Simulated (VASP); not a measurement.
Here is a VASP 6.6.1 calculation.

INCAR

```
PREC = Accurate
ENCUT = 520
EDIFF = 1E-8
ISMEAR = -1
SIGMA = 0.03
LREAL = F
LASPH = T
NELM = 100
ALGO = Normal
ISIF = 2
LWAVE = F
LCHARG = F
GGA = PS
LEFG = T
NBANDS = 12
```

File KPOINTS:

```
regular mesh
0
Gamma
  18 18 18
```

The input POSCAR:

```
Tc
1.0
    0.0000000000      1.9564784529      1.9564784529
    1.9564784529      0.0000000000      1.9564784529
    1.9564784529      1.9564784529      0.0000000000
Tc
1
Direct
    0.0000000000      0.0000000000      0.0000000000
```

Potentials or basis: VASP PAW PBE potentials, release 64 (Tc_pv).

Command:

```bash
$ cat potpaw_PBE.64/Tc_pv/POTCAR > POTCAR
$ mpirun -np 1 vasp_std > vasp.out
```

(1) Predict the pressure.

(2) What does it give for the band gap on the k mesh?

## Answers

(1) -18.3 GPa.

(2) zero (an odd number of electrons rules out a gap without spin polarisation).

Caveat: the cell stands under tension; the PAW data sets were made with another functional, which shifts forces and pressure a little.
